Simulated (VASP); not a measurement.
# HfO2 (P1) in VASP: single point with PBE

Aim: the single point of HfO2 with PBE.

Program: VASP 6.6.1. These are calculated values, not measurements. Logs are shortened: lines on timing, memory, paths and dates and some standing lists are left out, and cuts for length are marked.

### Step 1. The cell of the first run

The typed cell holds 12 atoms: a = 5.022 Å, b = 5.083 Å, c = 4.872 Å, α = 93.71°, β = 92.43°, γ = 90.67°.

### Step 2. Single point, PBE (atoms moved at random and the cell strained at random)

The input, INCAR:

```
SYSTEM = HfO2
  PREC = Accurate
  ENCUT = 520
  EDIFF = 1E-6
  ISMEAR = 0
  SIGMA = 0.05
  LREAL = .False.
  LASPH = .True.
  NELM = 60
  ALGO = Normal
  ISIF = 2
  LWAVE = .False.
  LCHARG = .False.
  GGA = PE
  NBANDS = 56
```

The input, KPOINTS:

```
regular mesh
0
Gamma
  6 6 6
  0 0 0
```

The input, POSCAR:

```
HfO2
1.0
    5.0211767513      0.0310671060      0.1055058386
   -0.0310671060     -5.0807467831      0.1614508093
   -0.1055058386      0.1614508093     -4.8681068986
Hf O
4 8
Direct
    0.0102820742      0.4840567004      0.5097351453
    0.4722601593      0.0056399350      0.4865346759
    0.5073240011      0.4985448647     -0.0137829072
   -0.0033942782      0.0402083689      0.0166491529
    0.2360023724      0.2225655159      0.2522018033
    0.7723914282      0.7905861626      0.2399715000
    0.7669799649      0.2394186944      0.7628538639
    0.2587426902      0.7397848278      0.7330883316
    0.7612727198      0.7409188657      0.7619761213
    0.2475187726      0.2571668274      0.7620155900
    0.2332834118      0.7491586592      0.2348715848
    0.7373366836      0.2319505781      0.2538851384
```

Potentials or basis: VASP PAW PBE potentials, release 64 (Hf_pv, O).

Started as:

```bash
$ cat potpaw_PBE.64/Hf_pv/POTCAR potpaw_PBE.64/O/POTCAR > POTCAR
$ mpirun -np 1 vasp_std > vasp.out
```

OUTCAR:

```text
SYSTEM = HfO2
   PREC = Accurate
   ENCUT = 520
   EDIFF = 1E-6
   ISMEAR = 0
   LREAL = .False.
   LASPH = .True.
   NELM = 60
   ISIF = 2
   GGA = PE

 ion  position               nearest neighbor table
   1  0.010  0.484  0.510-   8 2.02  10 2.09   5 2.14  12 2.16   9 2.18   7 2.20  11 2.28   6 2.40
                             4 3.19   3 3.33   2 3.38   4 3.45   3 3.50   2 3.51   3 3.52   2 3.61
   2  0.472  0.006  0.487-   5 2.00  11 2.07  12 2.15  10 2.16   8 2.17   6 2.22   7 2.24   9 2.42
                             4 3.25   3 3.38   1 3.38   3 3.44   1 3.51   4 3.57   4 3.59   4 3.60
   3  0.507  0.499  0.986-  10 2.02   9 2.14   7 2.14   8 2.16  11 2.23  12 2.24   6 2.25   5 2.42
                             1 3.33   2 3.38   4 3.41   2 3.44   4 3.46   1 3.50   1 3.52   2 3.61
   4  0.997  0.040  0.017-   5 1.83   7 1.99  12 2.00   6 2.08  10 2.15   9 2.20  11 2.21   8 2.43
                             1 3.19   2 3.25   3 3.41   1 3.45   3 3.46   2 3.57   2 3.59   2 3.60
   5  0.236  0.223  0.252-   4 1.83   2 2.00   1 2.14   3 2.42
   6  0.772  0.791  0.240-   4 2.08   2 2.22   3 2.25   1 2.40
   7  0.767  0.239  0.763-   4 1.99   3 2.14   1 2.20   2 2.24
   8  0.259  0.740  0.733-   1 2.02   3 2.16   2 2.17   4 2.43
   9  0.761  0.741  0.762-   3 2.14   1 2.18   4 2.20   2 2.42
  10  0.248  0.257  0.762-   3 2.02   1 2.09   4 2.15   2 2.16
  11  0.233  0.749  0.235-   2 2.07   4 2.21   3 2.23   1 2.28
  12  0.737  0.232  0.254-   4 2.00   2 2.15   1 2.16   3 2.24

  LATTYP: Found a triclinic cell.
 ALAT       =     5.0223811698
 B/A-ratio  =     1.4224323275
 C/A-ratio  =     1.7417614059
 COS(alpha) =     0.0029199644
 COS(beta)  =     0.5572528258
 COS(gamma) =     0.7319610783

  Lattice vectors:

 A1 = (  -5.0211767513,  -0.0310671060,  -0.1055058386)
 A2 = (  -5.1266825899,   0.1303837033,  -4.9736127372)
 A3 = (  -4.9467380187,  -5.2732646984,   4.9240518693)

Analysis of symmetry for initial positions (statically):
=====================================================================
 Subroutine PRICEL returns:
 Original cell was already a primitive cell.

 Routine SETGRP: Setting up the symmetry group for a
 triclinic supercell.

 Subroutine GETGRP returns: Found  1 space group operations
 (whereof  1 operations were pure point group operations)
 out of a pool of  2 trial point group operations.

The static configuration has the point symmetry C_1 .

Analysis of symmetry for dynamics (positions and initial velocities):
=====================================================================
 Subroutine PRICEL returns:
 Original cell was already a primitive cell.

 Routine SETGRP: Setting up the symmetry group for a
 triclinic supercell.

 Subroutine GETGRP returns: Found  1 space group operations
 (whereof  1 operations were pure point group operations)
 out of a pool of  2 trial point group operations.

The dynamic configuration has the point symmetry C_1 .

 Subroutine INISYM returns: Found  1 space group operations
 (whereof  1 operations are pure point group operations),
 and found     1 'primitive' translations

----------------------------------------------------------------------------------------

                                     Primitive cell

  volume of cell :     123.9987

  direct lattice vectors                    reciprocal lattice vectors
     5.021176751  0.031067106  0.105505839     0.199256585 -0.001357047 -0.004363468
    -0.031067106 -5.080746783  0.161450809     0.001357047 -0.197038348 -0.006564190
    -0.105505839  0.161450809 -4.868106899     0.004363468 -0.006564190 -0.205730931

  length of vectors
     5.022381170  5.083406280  4.871925966     0.199308976  0.197152329  0.205881870

  position of ions in fractional coordinates (direct lattice)
     0.010282074  0.484056700  0.509735145
     0.472260159  0.005639935  0.486534676
     0.507324001  0.498544865  0.986217093
     0.996605722  0.040208369  0.016649153
     0.236002372  0.222565516  0.252201803
     0.772391428  0.790586163  0.239971500
     0.766979965  0.239418694  0.762853864
     0.258742690  0.739784828  0.733088332
     0.761272720  0.740918866  0.761976121
     0.247518773  0.257166827  0.762015590
     0.233283412  0.749158659  0.234871585
     0.737336684  0.231950578  0.253885138

  ion indices of the primitive-cell ions
   primitive index   ion index
                 1           1
                 2           2
                 3           3
                 4           4
                 5           5
                 6           6
                 7           7
                 8           8
                 9           9
                10          10
                11          11
                12          12

----------------------------------------------------------------------------------------

 KPOINTS: regular mesh

Automatic generation of k-mesh.
 Grid dimensions read from file:
 generate k-points for:    6    6    6

 Generating k-lattice:

  Cartesian coordinates                     Fractional coordinates (reciprocal lattice)
     0.033209431 -0.000226174 -0.000727245     0.166666667  0.000000000 -0.000000000
     0.000226174 -0.032839725 -0.001094032     0.000000000  0.166666667  0.000000000
     0.000727245 -0.001094032 -0.034288489    -0.000000000  0.000000000  0.166666667

  Length of vectors
     0.033218163  0.032858721  0.034313645

  Shift w.r.t. Gamma in fractional coordinates (k-lattice)
     0.000000000  0.000000000  0.000000000

 Subroutine IBZKPT returns following result:
 ===========================================

 Found    112 irreducible k-points:

 Following reciprocal coordinates:
            Coordinates               Weight
  0.000000  0.000000  0.000000      1.000000
  0.166667  0.000000  0.000000      2.000000
  0.333333  0.000000  0.000000      2.000000
  0.500000  0.000000  0.000000      1.000000
  0.000000  0.166667  0.000000      2.000000
  0.166667  0.166667  0.000000      2.000000
[... 16 lines left out ...]
  0.333333  0.000000  0.166667      2.000000
  0.500000  0.000000  0.166667      2.000000
 [... further k-points ...]
   k-points           NKPTS =    112   k-points in BZ     NKDIM =    112   number of bands    NBANDS=     56
   number of dos      NEDOS =    301   number of ions     NIONS =     12
   total plane-waves  NPLWV =  57600
   dimension x,y,z NGX =    40 NGY =   40 NGZ =   36
   dimension x,y,z NGXF=    80 NGYF=   80 NGZF=   72
   ions per type =               4   8
   NGX,Y,Z   is equivalent  to a cutoff of  13.24, 13.08, 12.28 a.u.
   NGXF,Y,Z  is equivalent  to a cutoff of  26.48, 26.16, 24.57 a.u.
 SYSTEM =  HfO2
   PREC   = accura    normal or accurate (medium, high low for compatibility)
   ISTART =      0    job   : 0-new  1-cont  2-samecut
   ICHARG =      2    charge: 1-file 2-atom 10-const
   ISPIN  =      1    spin polarized calculation?
   LNONCOLLINEAR =      F non collinear calculations
   LSORBIT =      F    spin-orbit coupling
   LASPH  =      T    aspherical Exc in radial PAW
   ENCUT  =  520.0 eV  38.22 Ry    6.18 a.u.   9.34  9.45  9.06*2*pi/ulx,y,z
   NELM   =     60;   NELMIN=  2; NELMDL= -5     # of ELM steps
   EDIFF  = 0.1E-05   stopping-criterion for ELM
   LREAL  =      F    real-space projection
   EDIFFG = 0.1E-04   stopping-criterion for IOM
   NSW    =      0    number of steps for IOM
   IBRION =     -1    ionic relax: 0-MD 1-quasi-New 2-CG
   NFREE  =      0    steps in history (QN), initial steepest desc. (CG)
   ISIF   =      2    stress and relaxation
   ISYM   =      2    0-nonsym 1-usesym 2-fastsym
   POTIM  = 0.5000    time-step for ionic-motion
   TEBEG  =    0.0;   TEEND  =   0.0 temperature during run
   PSTRESS=    0.0 pullay stress
   NELECT =      88.0000    total number of electrons
   NUPDOWN=      -1.0000    fix difference up-down
   EMIN   =  10.00;   EMAX   =-10.00  energy-range for DOS
   EFERMI =   0.00;   METHOD = LEGACY
   ISMEAR =     0;   SIGMA  =   0.05  broadening in eV -4-tet -1-fermi 0-gaus
   EFERMI_NEDOS =   21; number of points for ismear=-14 and -15
   IALGO  =     38    algorithm
   IMIX   =      4    mixing-type and parameters
     AMIX     =   0.40;   BMIX     =  1.00
     AMIX_MAG =   1.60;   BMIX_MAG =  1.00
  volume/ion in A,a.u.               =      10.33        69.73
  Fermi-wavevector in a.u.,A,eV,Ry     =   1.460260  2.759490 29.012490  2.132358
  Thomas-Fermi vector in A             =   2.576730
   LORBIT       =      0    0 simple, 1 ext, 2 COOP (PROOUT), +10 PAW based schemes
   GGA     = PE    functional components
   LHFCALC =     F    Hartree Fock is set to
   AEXX    =    0.0000 exact exchange contribution
   IVDW    =     0    specifies the selected vdW correction
   LEPSILON=     F    determine dielectric tensor
   LRPA    =     F    only Hartree local field effects (RPA)
 non-spin polarized calculation
 Gauss-broadening in eV      SIGMA  =   0.05
  energy-cutoff  :      520.00
  volume of cell :      124.00
 maximum number of plane-waves:      3359
 NGX is ok and might be reduce to    40
   NGX = 19   NGY = 19   NGZ = 19

 number of electron      87.9999990 magnetization

 Free energy of the ion-electron system (eV)
  ---------------------------------------------------
  ext. energy  EPLUGINS =         0.00000000
  ---------------------------------------------------
  free energy    TOTEN  =      -117.94183369 eV

  energy without entropy =     -117.94183369  energy(sigma->0) =     -117.94183369

 E-fermi :   5.6891     XC(G=0): -12.0925

 val. band max:        5.4830026365   @ k =   0.0000   0.5000   0.0000
 cond. band min:       8.1597100919   @ k =   0.0000   0.0000   0.0000
 fundamental gap:      2.6767074554
 Fermi energy:         5.6891372908

 k-point     1 :       0.0000    0.0000    0.0000
  band No.  band energies     occupation
      1     -25.5350      2.00000
      2     -25.4947      2.00000
      3     -25.4040      2.00000
      4     -25.0975      2.00000
      5     -25.0669      2.00000
      6     -25.0406      2.00000
[... 48 lines left out ...]
     55      11.4301      0.00000
     56      11.6903      0.00000

 k-point     2 :       0.1667    0.0000    0.0000
  band No.  band energies     occupation
      1     -25.5116      2.00000
      2     -25.4729      2.00000
      3     -25.3785      2.00000
      4     -25.1177      2.00000
      5     -25.0726      2.00000
      6     -25.0465      2.00000
[... 48 lines left out ...]
     55      11.6422      0.00000
     56      11.9148      0.00000

 k-point     3 :       0.3333    0.0000    0.0000
  band No.  band energies     occupation
      1     -25.4557      2.00000
      2     -25.4212      2.00000
      3     -25.3081      2.00000
      4     -25.1737      2.00000
      5     -25.0981      2.00000
      6     -25.0712      2.00000
[... 1172 lines left out ...]
 k-point    23 :       0.3333    0.0000    0.1667
  band No.  band energies     occupation
      1     -25.4403      2.00000
      2     -25.3903      2.00000
      3     -25.2778      2.00000
      4     -25.1999      2.00000
      5     -25.1327      2.00000
      6     -25.0777      2.00000
[... 48 lines left out ...]
     55      11.9920      0.00000
     56      12.5226      0.00000

 k-point    24 :       0.5000    0.0000    0.1667
  band No.  band energies     occupation
      1     -25.4202      2.00000
      2     -25.3947      2.00000
      3     -25.2664      2.00000
      4     -25.1960      2.00000
      5     -25.1463      2.00000
      6     -25.0864      2.00000
[... 48 lines left out ...]
     55      12.2948      0.00000
     56      12.5043      0.00000

 [... further k-points ...]

------------------------ aborting loop because EDIFF is reached ----------------------------------------

  FORCE on cell =-STRESS in cart. coord.  units (eV):
  Direction    XX          YY          ZZ          XY          YZ          ZX
  --------------------------------------------------------------------------------------
  -------------------------------------------------------------------------------------
  Total       16.4304064     11.6817969     27.4510181     -2.1279148      4.5728574     -7.2913369
  in kB      212.2960190    150.9396004    354.6924967    -27.4946240     59.0855394    -94.2108037
  external PRESSURE =     239.3093720 kB  Pullay stress =       0.0000000 kB

 VOLUME and BASIS-vectors are now :
 -----------------------------------------------------------------------------
  energy-cutoff  :      520.00
  volume of cell :      124.00
      direct lattice vectors                 reciprocal lattice vectors
     5.021176751  0.031067106  0.105505839     0.199256585 -0.001357047 -0.004363468
    -0.031067106 -5.080746783  0.161450809     0.001357047 -0.197038348 -0.006564190
    -0.105505839  0.161450809 -4.868106899     0.004363468 -0.006564190 -0.205730931

 POSITION                                       TOTAL-FORCE (eV/Angst)
 -----------------------------------------------------------------------------------
     -0.01719     -2.37675     -2.40221        -1.985645     -3.136748     -0.269784
      2.31979      0.06457     -2.31777         2.741992      3.307807     -0.916884
      2.42782     -2.35799     -4.66699         1.862210     -3.385862     -0.621930
      5.00113     -0.17064      0.03059        -3.046681      6.730419      3.480909
      1.15149     -1.08275     -1.16691         3.176506     -4.351136     -2.828953
      3.82843     -3.95403     -0.95907        -2.168171      2.548072     -2.059825
      3.76322     -1.06943     -3.59408        -1.494586     -1.315584      1.627099
      1.19886     -3.63226     -3.42201         0.941765     -0.932092     -0.334588
      3.71907     -3.61775     -3.50944        -0.880550      1.417480      1.461535
      1.15445     -1.17588     -3.64194         0.565384      0.729150      0.978704
      1.12330     -3.76112     -0.99781         1.594151      1.854657      0.057693
      3.66831     -1.11459     -1.12070        -1.306374     -3.466163     -0.573976
 -----------------------------------------------------------------------------------
    total drift:                                0.000195      0.000203      0.000120

  FREE ENERGIE OF THE ION-ELECTRON SYSTEM (eV)
  ---------------------------------------------------
  free  energy   TOTEN  =      -117.9418336867 eV

  energy  without entropy=     -117.9418336867  energy(sigma->0) =     -117.94183369
```

Wall time 16 min (1 thread of Oxide Virtual Turin-like, shared host); peak memory 0.58 GiB.

What came out:

- Free energy: -117.9418 eV
- Pressure: 23.9 GPa
- Largest force: 8.167 eV/Å
- Band gap on the k mesh: 2.68 eV

Forces in eV/Å, atoms in the order of the input:
```
Hf  -1.986 -3.137 -0.270
Hf   2.742  3.308 -0.917
Hf   1.862 -3.386 -0.622
Hf  -3.047  6.730  3.481
O    3.177 -4.351 -2.829
O   -2.168  2.548 -2.060
O   -1.495 -1.316  1.627
O    0.942 -0.932 -0.335
O   -0.881  1.417  1.462
O    0.565  0.729  0.979
O    1.594  1.855  0.058
O   -1.306 -3.466 -0.574
```

Caveat: the cell differs from its parent crystal (atoms moved at random and the cell strained at random); the stress differs along the axes, from 15 to 35 GPa; spin-orbit coupling is left out, which moves the levels of the heavy elements; forces of over 1 eV/Å act on the atoms, so gaps and moduli don't describe the material at rest.
